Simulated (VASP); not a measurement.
# SnTe in VASP: notebook

Runs on SnTe. Level: PBE. Tasks: single point.

Everything below comes from runs of VASP 6.6.1. Logs are shortened: lines on timing, memory, paths and dates and some standing lists are left out, and cuts for length are marked.

### Step 1. The cell of the first run

It takes space group Pm-3m (No. 221, cubic). The conventional cell has a = 3.994 Å, b = 3.994 Å, c = 3.994 Å, α = 90.00°, β = 90.00°, γ = 90.00°. Within 4.5 Å of Sn (site symmetry m-3m) lie 8 Te at 3.46 Å and 6 Sn at 3.99 Å. Te (site symmetry m-3m) has 8 Sn at 3.46 Å and 6 Te at 3.99 Å within 4.5 Å.

### Step 2. Single point, PBE (strained)

Input file INCAR:

```
SYSTEM = SnTe
ALGO = Normal
EDIFF = 1E-6
ENCUT = 520
GGA = PE
ISIF = 2
ISMEAR = 0
LASPH = .True.
LCHARG = .False.
LREAL = .False.
LWAVE = .False.
NBANDS = 17
NELM = 60
PREC = Accurate
SIGMA = 0.1
```

Input file KPOINTS:

```
k-points
0
Gamma
  12 12 12
  0 0 0
```

Input file POSCAR:

```
SnTe
1.0
    3.9941566770      0.0000000000      0.0000000000
    0.0000000000      3.9941566770      0.0000000000
    0.0000000000      0.0000000000      3.9941566770
Sn Te
1 1
Direct
    0.0000000000      0.0000000000      0.0000000000
    0.5000000000      0.5000000000      0.5000000000
```

Potentials or basis: VASP PAW PBE potentials, release 64 (Sn_d, Te).

On the command line:

```
$ cat potpaw_PBE.64/Sn_d/POTCAR potpaw_PBE.64/Te/POTCAR > POTCAR
$ mpirun -np 1 vasp_std > vasp.out
```

OUTCAR:

```text
SYSTEM = SnTe
   EDIFF = 1E-6
   ENCUT = 520
   GGA = PE
   ISIF = 2
   ISMEAR = 0
   LASPH = .True.
   LREAL = .False.
   NELM = 60
   PREC = Accurate

 ion  position               nearest neighbor table
   1  0.000  0.000  0.000-   2 3.46   2 3.46   2 3.46   2 3.46   2 3.46   2 3.46   2 3.46   2 3.46

   2  0.500  0.500  0.500-   1 3.46   1 3.46   1 3.46   1 3.46   1 3.46   1 3.46   1 3.46   1 3.46

  LATTYP: Found a simple cubic cell.
 ALAT       =     3.9941566770

  Lattice vectors:

 A1 = (   3.9941566770,   0.0000000000,   0.0000000000)
 A2 = (   0.0000000000,   3.9941566770,   0.0000000000)
 A3 = (   0.0000000000,   0.0000000000,   3.9941566770)

Analysis of symmetry for initial positions (statically):
=====================================================================
 Subroutine PRICEL returns:
 Original cell was already a primitive cell.

 Routine SETGRP: Setting up the symmetry group for a
 simple cubic supercell.

 Subroutine GETGRP returns: Found 48 space group operations
 (whereof 48 operations were pure point group operations)
 out of a pool of 48 trial point group operations.

The static configuration has the point symmetry O_h .

Analysis of symmetry for dynamics (positions and initial velocities):
=====================================================================
 Subroutine PRICEL returns:
 Original cell was already a primitive cell.

 Routine SETGRP: Setting up the symmetry group for a
 simple cubic supercell.

 Subroutine GETGRP returns: Found 48 space group operations
 (whereof 48 operations were pure point group operations)
 out of a pool of 48 trial point group operations.

The dynamic configuration has the point symmetry O_h .

 Subroutine INISYM returns: Found 48 space group operations
 (whereof 48 operations are pure point group operations),
 and found     1 'primitive' translations

----------------------------------------------------------------------------------------

                                     Primitive cell

  volume of cell :      63.7199

  direct lattice vectors                    reciprocal lattice vectors
     3.994156677  0.000000000  0.000000000     0.250365742  0.000000000  0.000000000
     0.000000000  3.994156677  0.000000000     0.000000000  0.250365742  0.000000000
     0.000000000  0.000000000  3.994156677     0.000000000  0.000000000  0.250365742

  length of vectors
     3.994156677  3.994156677  3.994156677     0.250365742  0.250365742  0.250365742

  position of ions in fractional coordinates (direct lattice)
     0.000000000  0.000000000  0.000000000
     0.500000000  0.500000000  0.500000000

  ion indices of the primitive-cell ions
   primitive index   ion index
                 1           1
                 2           2

----------------------------------------------------------------------------------------

 KPOINTS: k-points

Automatic generation of k-mesh.
 Grid dimensions read from file:
 generate k-points for:   12   12   12

 Generating k-lattice:

  Cartesian coordinates                     Fractional coordinates (reciprocal lattice)
     0.020863812  0.000000000  0.000000000     0.083333333  0.000000000  0.000000000
     0.000000000  0.020863812  0.000000000     0.000000000  0.083333333  0.000000000
     0.000000000  0.000000000  0.020863812     0.000000000  0.000000000  0.083333333

  Length of vectors
     0.020863812  0.020863812  0.020863812

  Shift w.r.t. Gamma in fractional coordinates (k-lattice)
     0.000000000  0.000000000  0.000000000

 Subroutine IBZKPT returns following result:
 ===========================================

 Found     84 irreducible k-points:

 Following reciprocal coordinates:
            Coordinates               Weight
  0.000000  0.000000  0.000000      1.000000
  0.083333  0.000000  0.000000      6.000000
  0.166667  0.000000  0.000000      6.000000
  0.250000  0.000000  0.000000      6.000000
  0.333333  0.000000  0.000000      6.000000
  0.416667  0.000000  0.000000      6.000000
[... 16 lines left out ...]
  0.333333  0.333333  0.000000     12.000000
  0.416667  0.333333  0.000000     24.000000
 [... further k-points ...]
   k-points           NKPTS =     84   k-points in BZ     NKDIM =     84   number of bands    NBANDS=     17
   number of dos      NEDOS =    301   number of ions     NIONS =      2
   total plane-waves  NPLWV =  27000
   dimension x,y,z NGX =    30 NGY =   30 NGZ =   30
   dimension x,y,z NGXF=    60 NGYF=   60 NGZF=   60
   ions per type =               1   1
   NGX,Y,Z   is equivalent  to a cutoff of  12.49, 12.49, 12.49 a.u.
   NGXF,Y,Z  is equivalent  to a cutoff of  24.97, 24.97, 24.97 a.u.
 SYSTEM =  SnTe
   PREC   = accura    normal or accurate (medium, high low for compatibility)
   ISTART =      0    job   : 0-new  1-cont  2-samecut
   ICHARG =      2    charge: 1-file 2-atom 10-const
   ISPIN  =      1    spin polarized calculation?
   LNONCOLLINEAR =      F non collinear calculations
[... 100 lines left out ...]
      3     -15.4070      2.00000
      4     -15.4070      2.00000
      5     -15.4028      2.00000
      6      -5.2025      2.00000
[... 9 lines left out ...]
     16      14.8050      0.00000
     17      16.5224      0.00000

 k-point     5 :       0.3333    0.0000    0.0000
  band No.  band energies     occupation
      1     -15.4329      2.00000
      2     -15.4150      2.00000
      3     -15.4089      2.00000
      4     -15.4089      2.00000
      5     -15.4027      2.00000
      6      -4.9342      2.00000
[... 9 lines left out ...]
     16      14.5645      0.00000
     17      16.8596      0.00000

 k-point     6 :       0.4167    0.0000    0.0000
  band No.  band energies     occupation
      1     -15.4327      2.00000
      2     -15.4104      2.00000
      3     -15.4104      2.00000
      4     -15.4104      2.00000
      5     -15.4026      2.00000
      6      -4.6897      2.00000
[... 9 lines left out ...]
     16      16.3673      0.00000
     17      17.4005      0.00000

 k-point     7 :       0.5000    0.0000    0.0000
  band No.  band energies     occupation
      1     -15.4327      2.00000
      2     -15.4109      2.00000
      3     -15.4109      2.00000
      4     -15.4087      2.00000
      5     -15.4025      2.00000
      6      -4.5841      2.00000
[... 9 lines left out ...]
     16      17.9570      0.00000
     17      18.0998      0.00000

 k-point     8 :       0.0833    0.0833    0.0000
  band No.  band energies     occupation
      1     -15.4327      2.00000
      2     -15.4311      2.00000
      3     -15.4041      2.00000
      4     -15.4036      2.00000
      5     -15.4035      2.00000
      6      -5.5189      2.00000
[... 9 lines left out ...]
     16      16.0553      0.00000
     17      16.1453      0.00000
[... 203 lines left out ...]
      1     -15.4268      2.00000
      2     -15.4146      2.00000
      3     -15.4117      2.00000
      4     -15.4067      2.00000
      5     -15.4063      2.00000
      6      -4.8224      2.00000
[... 9 lines left out ...]
     16      14.0406      0.00000
     17      14.4634      0.00000

 k-point    20 :       0.3333    0.2500    0.0000
  band No.  band energies     occupation
      1     -15.4256      2.00000
      2     -15.4140      2.00000
      3     -15.4093      2.00000
      4     -15.4084      2.00000
      5     -15.4063      2.00000
      6      -4.5846      2.00000
[... 9 lines left out ...]
     16      14.3170      0.00000
     17      15.2732      0.00000

 k-point    21 :       0.4167    0.2500    0.0000
  band No.  band energies     occupation
      1     -15.4250      2.00000
      2     -15.4157      2.00000
      3     -15.4097      2.00000
      4     -15.4061      2.00000
      5     -15.4051      2.00000
      6      -4.3769      2.00000
[... 9 lines left out ...]
     16      14.4898      0.00000
     17      15.6642      0.00000

 k-point    22 :       0.5000    0.2500    0.0000
  band No.  band energies     occupation
      1     -15.4248      2.00000
      2     -15.4163      2.00000
      3     -15.4102      2.00000
      4     -15.4060      2.00000
      5     -15.4035      2.00000
      6      -4.2905      2.00000
[... 9 lines left out ...]
     16      14.7818      0.00000
     17      15.1676      0.00000

 k-point    23 :       0.3333    0.3333    0.0000
  band No.  band energies     occupation
      1     -15.4235      2.00000
      2     -15.4165      2.00000
      3     -15.4082      2.00000
      4     -15.4079      2.00000
      5     -15.4048      2.00000
      6      -4.3728      2.00000
[... 9 lines left out ...]
     16      13.9812      0.00000
     17      15.5378      0.00000

 k-point    24 :       0.4167    0.3333    0.0000
  band No.  band energies     occupation
      1     -15.4224      2.00000
      2     -15.4184      2.00000
      3     -15.4094      2.00000
      4     -15.4079      2.00000
      5     -15.4011      2.00000
      6      -4.1935      2.00000
[... 9 lines left out ...]
     16      14.0116      0.00000
     17      14.7730      0.00000

 [... further k-points ...]

------------------------ aborting loop because EDIFF is reached ----------------------------------------

  FORCE on cell =-STRESS in cart. coord.  units (eV):
  Direction    XX          YY          ZZ          XY          YZ          ZX
  --------------------------------------------------------------------------------------
  -------------------------------------------------------------------------------------
  Total       -1.1213640     -1.1213640     -1.1213640      0.0000000      0.0000000     -0.0000000
  in kB      -28.1956364    -28.1956364    -28.1956364      0.0000000      0.0000000     -0.0000000
  external PRESSURE =     -28.1956364 kB  Pullay stress =       0.0000000 kB

 VOLUME and BASIS-vectors are now :
 -----------------------------------------------------------------------------
  energy-cutoff  :      520.00
  volume of cell :       63.72
      direct lattice vectors                 reciprocal lattice vectors
     3.994156677  0.000000000  0.000000000     0.250365742  0.000000000  0.000000000
     0.000000000  3.994156677  0.000000000     0.000000000  0.250365742  0.000000000
     0.000000000  0.000000000  3.994156677     0.000000000  0.000000000  0.250365742

 POSITION                                       TOTAL-FORCE (eV/Angst)
 -----------------------------------------------------------------------------------
      0.00000      0.00000      0.00000         0.000000      0.000000      0.000000
      1.99708      1.99708      1.99708         0.000000      0.000000      0.000000
 -----------------------------------------------------------------------------------
    total drift:                               -0.000000     -0.000000     -0.000000

  FREE ENERGIE OF THE ION-ELECTRON SYSTEM (eV)
  ---------------------------------------------------
  free  energy   TOTEN  =        -7.0425793057 eV

  energy  without entropy=       -7.0362659402  energy(sigma->0) =       -7.03942262
```

Run time: 2.5 min. Hardware: 1 thread of Intel Xeon 8259CL, shared host; peak memory 0.2 GiB.

Results:

```yaml
Free_energy: -7.0426 eV
Pressure: -2.8 GPa
Band_gap_on_the_k_mesh: zero (bands 10 and 11 overlap by 1.40 eV)
```

Levels at points of the mesh, in eV from the Fermi level:
```tsv
k point	band 6	band 7	band 8	band 9	band 10	band 11	band 12	band 13	band 14	band 15
(0.00, 0.00, 0.00)	-11.84	-5.50	-1.54	-1.54	-1.54	3.75	3.75	4.93	4.93	4.93
(0.50, 0.00, 0.00)	-10.81	-7.82	-0.20	-0.20	-0.17	0.12	2.12	2.12	5.54	6.24
(0.50, 0.50, 0.00)	-10.16	-6.30	-4.34	-4.34	0.29	3.18	3.58	3.58	5.86	6.99
(0.50, 0.50, 0.50)	-9.72	-5.35	-2.57	-2.57	-2.57	-1.08	-1.08	-1.08	13.21	13.21
```

Caveat: the cell differs from its parent crystal (strained); spin-orbit coupling is left out, which moves the levels of the heavy elements.

### Step 3. Single point, PBE (strained and its atoms moved)

Input file INCAR:

```
SYSTEM = SnTe
PREC = Accurate
ENCUT = 520
EDIFF = 1E-7
ISMEAR = 0
SIGMA = 0.1
LREAL = .False.
LASPH = .True.
NELM = 100
ALGO = Normal
ISIF = 2
LWAVE = .False.
LCHARG = .False.
GGA = PE
NBANDS = 17
```

Input file KPOINTS:

```
regular mesh
0
Gamma
  10 10 10
  0 0 0
```

Input file POSCAR:

```
SnTe
1.0
    4.0177020180      0.0000000000      0.0000000000
    0.0000000000      4.1348430180      0.0000000000
    0.0000000000      0.0000000000      4.1348430180
Sn Te
1 1
Direct
    0.0076830486      0.0000000000      0.0000000000
    0.4923169514      0.5000000000      0.5000000000
```

Potentials or basis: VASP PAW PBE potentials, release 64 (Sn_d, Te).

On the command line:

```
$ cat potpaw_PBE.64/Sn_d/POTCAR potpaw_PBE.64/Te/POTCAR > POTCAR
$ mpirun -np 1 vasp_std > vasp.out
```

Run time: 4 min. Hardware: 1 thread of Intel Xeon 8259CL, shared host; peak memory 0.26 GiB.

The run converged. Its results:

```yaml
Free_energy: -6.9263 eV
Pressure: -4.7 GPa
Largest_force: 0.086 eV/Å
Band_gap_on_the_k_mesh: zero (bands 10 and 11 overlap by 1.36 eV)
```

Forces in eV/Å, atoms in the order of the input:
```
Sn   0.086  0.000  0.000
Te  -0.086  0.000  0.000
```

Stress tensor (GPa, compression positive):
```
-4.28  0.00  0.00
 0.00 -4.84  0.00
 0.00  0.00 -4.84
```

Levels at points of the mesh, in eV from the Fermi level:
| k point | band 6 | band 7 | band 8 | band 9 | band 10 | band 11 | band 12 | band 13 | band 14 | band 15 |
| --- | --- | --- | --- | --- | --- | --- | --- | --- | --- | --- |
| (0.00, 0.00, 0.00) | -11.41 | -5.70 | -1.50 | -1.50 | -1.14 | 3.82 | 3.93 | 4.45 | 4.45 | 4.65 |
| (0.50, 0.00, 0.00) | -10.48 | -7.43 | -0.50 | -0.22 | -0.22 | -0.08 | 2.01 | 2.01 | 5.64 | 6.26 |
| (0.00, 0.50, 0.00) | -10.56 | -7.56 | -0.29 | -0.29 | -0.05 | 0.16 | 1.88 | 2.28 | 5.67 | 6.27 |
| (0.50, 0.50, 0.00) | -9.98 | -6.21 | -3.93 | -3.89 | 0.20 | 2.88 | 3.19 | 3.28 | 5.67 | 6.61 |
| (0.00, 0.50, 0.50) | -10.06 | -6.34 | -3.97 | -3.97 | 0.40 | 3.13 | 3.55 | 3.55 | 5.92 | 6.95 |
| (0.50, 0.50, 0.50) | -9.63 | -5.45 | -2.38 | -2.26 | -2.26 | -0.96 | -0.80 | -0.80 | 12.23 | 12.23 |

Caveat: the cell differs from its parent crystal (strained and its atoms moved); the cell stands under tension; spin-orbit coupling is left out, which moves the levels of the heavy elements.

### Step 4. Single point, PBE (one atom moved)

Input file INCAR:

```
PREC = Accurate
ENCUT = 520
EDIFF = 1E-6
ISMEAR = 0
SIGMA = 0.1
LREAL = F
LASPH = T
NELM = 80
ALGO = Normal
ISIF = 2
LWAVE = F
LCHARG = F
GGA = PE
NBANDS = 17
```

Input file KPOINTS:

```
Automatic mesh
0
Gamma
  10 10 10
```

Input file POSCAR:

```
SnTe
1.0
    3.9047000000      0.0000000000      0.0000000000
    0.0000000000      3.9047000000      0.0000000000
    0.0000000000      0.0000000000      3.9047000000
Sn Te
1 1
Direct
    0.0000000000      0.0000000000      0.0115245730
    0.5000000000      0.5000000000      0.5000000000
```

On the command line:

```
$ cat potpaw_PBE.64/Sn_d/POTCAR potpaw_PBE.64/Te/POTCAR > POTCAR
$ mpirun -np 1 vasp_std > vasp.out
```

Wall time 3.4 min (1 thread of Intel Xeon 8259CL, shared host); peak memory 0.24 GiB.

It converged, with:

```yaml
Free_energy: -7.0899 eV
Pressure: -0.5 GPa
Largest_force: 0.031 eV/Å
Band_gap_on_the_k_mesh: zero (bands 10 and 11 overlap by 1.61 eV)
```

Forces on the atoms (eV/Å):
```
Sn   0.000  0.000  0.031
Te   0.000  0.000 -0.031
```

Levels at points of the mesh, in eV from the Fermi level:
| k point | band 6 | band 7 | band 8 | band 9 | band 10 | band 11 | band 12 | band 13 | band 14 | band 15 |
| --- | --- | --- | --- | --- | --- | --- | --- | --- | --- | --- |
| (0.00, 0.00, 0.00) | -12.26 | -5.27 | -1.68 | -1.68 | -1.67 | 3.62 | 3.64 | 5.40 | 5.40 | 5.42 |
| (0.50, 0.00, 0.00) | -11.08 | -8.11 | -0.21 | -0.20 | 0.05 | 0.25 | 2.22 | 2.23 | 5.44 | 6.26 |
| (0.00, 0.00, 0.50) | -11.08 | -8.10 | -0.21 | -0.21 | 0.03 | 0.25 | 2.23 | 2.23 | 5.43 | 6.27 |
| (0.50, 0.50, 0.00) | -10.29 | -6.32 | -4.71 | -4.71 | 0.34 | 3.42 | 3.84 | 3.84 | 6.01 | 7.29 |
| (0.00, 0.50, 0.50) | -10.29 | -6.33 | -4.71 | -4.70 | 0.34 | 3.41 | 3.83 | 3.83 | 6.01 | 7.29 |
| (0.50, 0.50, 0.50) | -9.77 | -5.21 | -2.81 | -2.81 | -2.80 | -1.25 | -1.24 | -1.24 | 13.96 | 13.96 |

Caveat: the cell differs from its parent crystal (one atom moved); spin-orbit coupling is left out, which moves the levels of the heavy elements.

### Step 5. Single point, PBE (strained and its atoms moved)

Input file INCAR:

```
ALGO     = Normal         # electronic algorithm
EDIFF    = 1E-6           # SCF threshold, eV
ENCUT    = 520            # plane-wave cutoff, eV
GGA      = PE             # functional
ISIF     = 2              # what is computed and relaxed
ISMEAR   = 0              # smearing method
LASPH    = True           # aspherical terms in the spheres
LCHARG   = False          # write CHGCAR
LREAL    = False          # projectors in reciprocal space
LWAVE    = False          # write WAVECAR
NBANDS   = 17             # bands
NELM     = 60             # most SCF steps
PREC     = Accurate       # precision mode
SIGMA    = 0.1            # smearing width, eV
```

Input file KPOINTS:

```
k-points
0
Gamma
  10 10 10
```

Input file POSCAR:

```
SnTe
1.0
    4.1177013850      0.0000000000     -0.0257319730
    0.0000000000      4.0029422520      0.0000000000
   -0.0257319730      0.0000000000      3.9982175650
Sn Te
1 1
Direct
   -0.0048732093      0.0000000000     -0.0059397868
    0.5048732093      0.5000000000      0.5059397868
```

On the command line:

```
$ cat potpaw_PBE.64/Sn_d/POTCAR potpaw_PBE.64/Te/POTCAR > POTCAR
$ mpirun -np 1 vasp_std > vasp.out
```

Run time: 9.8 min. Hardware: 1 thread of Intel Xeon 8259CL, shared host; peak memory 0.43 GiB.

The run converged. Its results:

* Free energy: -6.9986 eV
* Pressure: -3.7 GPa
* Largest force: 0.077 eV/Å
* Band gap on the k mesh: zero (bands 10 and 11 overlap by 1.37 eV)

Forces in eV/Å, atoms in the order of the input:
```
Sn  -0.051  0.000 -0.058
Te   0.051  0.000  0.058
```

Stress tensor (GPa, compression positive):
```
-4.27  0.00  0.07
 0.00 -3.47  0.00
 0.07  0.00 -3.45
```

Levels at points of the mesh, in eV from the Fermi level:
```
           k point  band 7  band 8  band 9  band 10  band 11  band 12  band 13  band 14
(0.00, 0.00, 0.00)   -5.58   -1.71   -1.35    -1.32     3.71     3.90     4.67     4.77
(0.50, 0.00, 0.00)   -7.75   -0.18   -0.14    -0.08     0.26     2.16     2.19     5.61
(0.00, 0.50, 0.00)   -7.63   -0.37   -0.32    -0.08     0.07     1.87     2.29     5.61
(0.50, 0.50, 0.00)   -6.31   -4.18   -4.15     0.36     3.17     3.55     3.66     5.91
(0.00, 0.00, 0.50)   -7.62   -0.41   -0.29    -0.07     0.03     1.89     2.28     5.60
(0.50, 0.00, 0.50)   -6.31   -4.18   -4.13     0.35     3.18     3.52     3.64     5.90
(0.00, 0.50, 0.50)   -6.17   -4.11   -4.11     0.15     2.90     3.27     3.29     5.65
(0.50, 0.50, 0.50)   -5.38   -2.49   -2.49    -2.35    -1.02    -0.99    -0.85    12.42
```

Caveat: the cell differs from its parent crystal (strained and its atoms moved); the cell stands under tension; spin-orbit coupling is left out, which moves the levels of the heavy elements.

### Step 6. The runs side by side

| cell | k mesh | gap on the mesh (eV) | pressure (GPa) | largest force (eV/Å) |
| --- | --- | --- | --- | --- |
| a = 3.994 Å, 2 atoms, atomic positions A | 12 × 12 × 12 | none | -2.8 | - |
| a = 4.018, b = 4.135, c = 4.135 Å, 2 atoms, atomic positions B | 10 × 10 × 10 | none | -4.7 | 0.09 |
| a = 3.905 Å, 2 atoms, atomic positions C | 10 × 10 × 10 | none | -0.5 | 0.03 |
| a = 4.118, b = 4.003, c = 3.998 Å, angles 90.0, 90.7, 90.0°, 2 atoms, atomic positions D | 10 × 10 × 10 | none | -3.7 | 0.08 |

Alike in all rows: task single point; level PBE; potentials or basis VASP PAW PBE potentials, release 64 (Sn_d, Te); no spin polarisation; cutoff (eV) 520; smearing gaussian 0.1 eV.

Caveats: spin-orbit coupling is left out, which moves the levels of the heavy elements; the cell stands under tension (at least some runs).

Absolute energies hang on the potentials; compare differences alone.
